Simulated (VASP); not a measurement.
## Na: single point with PBEsol

Crystal: Na.

```
CELL_PARAMETERS angstrom
3.02056 -6.44511 0.00000
3.02056 6.44511 0.00000
0.00000 0.00000 3.81031
ATOMIC_POSITIONS crystal
Na 0.13178 0.86822 0.00005
Na 0.63178 0.36822 0.49995
Na 0.86822 0.13178 0.99995
Na 0.36822 0.63178 0.50005
```

* Program: VASP 6.6.1
* Task: single point
* Functional: PBEsol
* Potentials or basis: VASP PAW PBE potentials, release 64 (Na_pv)
* Cutoff: 520 eV
* k mesh: 10 × 10 × 8
* Occupations: gaussian, width 0.1 eV
* Spin: no spin polarisation

- Pressure: 0.0 GPa
- Band gap on the k mesh: zero (band 14 reaches 1.20 eV, above the bottom of band 15 at -1.26 eV)

Levels at points of the mesh, in eV from the Fermi level:
```csv
k point,band 12,band 13,band 14,band 15,band 16,band 17
"(0.00, 0.00, 0.00)",-24.83,-3.28,0.22,0.52,1.33,1.58
"(0.50, 0.00, 0.00)",-24.83,-1.99,-1.99,-0.18,-0.18,3.30
"(0.50, 0.50, 0.00)",-24.82,-2.46,-2.23,0.62,1.09,3.96
"(0.00, 0.00, 0.50)",-24.83,-0.66,-0.66,2.63,2.63,2.85
"(0.50, 0.00, 0.50)",-24.83,0.44,0.44,0.68,0.68,2.16
"(0.50, 0.50, 0.50)",-24.83,0.11,0.11,0.33,0.33,3.00
```

It took 9.2 min on 1 thread of Oxide Virtual Turin-like Processor (shared host), peak memory 0.46 GiB.

Caveat: the PAW data sets were made with another functional, which shifts forces and pressure a little.
